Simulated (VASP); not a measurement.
A run of VASP 6.6.1:

The input INCAR:

```
PREC = Accurate
ENCUT = 500
EDIFF = 1E-6
ISMEAR = 0
SIGMA = 0.01
LREAL = False
LASPH = True
NELM = 120
ALGO = Normal
ISIF = 2
LWAVE = False
LCHARG = False
GGA = PS
NBANDS = 15
GGA_COMPAT = False
```

The input KPOINTS:

```
Automatic mesh
0
Gamma
  3 3 3
```

Contents of POSCAR:

```
RbBr
1.0
    4.8465100000      0.0000000000      0.0000000000
    2.4232550000      4.1972007797      0.0000000000
    2.4232550000      1.3990669266      3.9571588444
Rb Br
1 1
Direct
    0.0000000000      0.0000000000      0.0000000000
    0.5000000000      0.5000000000      0.5000000000
```

Potentials or basis: VASP PAW PBE potentials, release 64 (Rb_sv, Br).

The run is started by

```console
$ cat potpaw_PBE.64/Rb_sv/POTCAR potpaw_PBE.64/Br/POTCAR > POTCAR
$ mpirun -np 1 vasp_std > vasp.out
```

Hardware: 1 thread of Intel Xeon 8259CL, with other jobs on the host.

Task: Estimate the wall time of this run.

Result: Wall time 16 s on 1 thread of Intel Xeon 8259CL, with other jobs on the host, peak memory 0.19 GiB. Counts: scf iterations 13, k points 4.
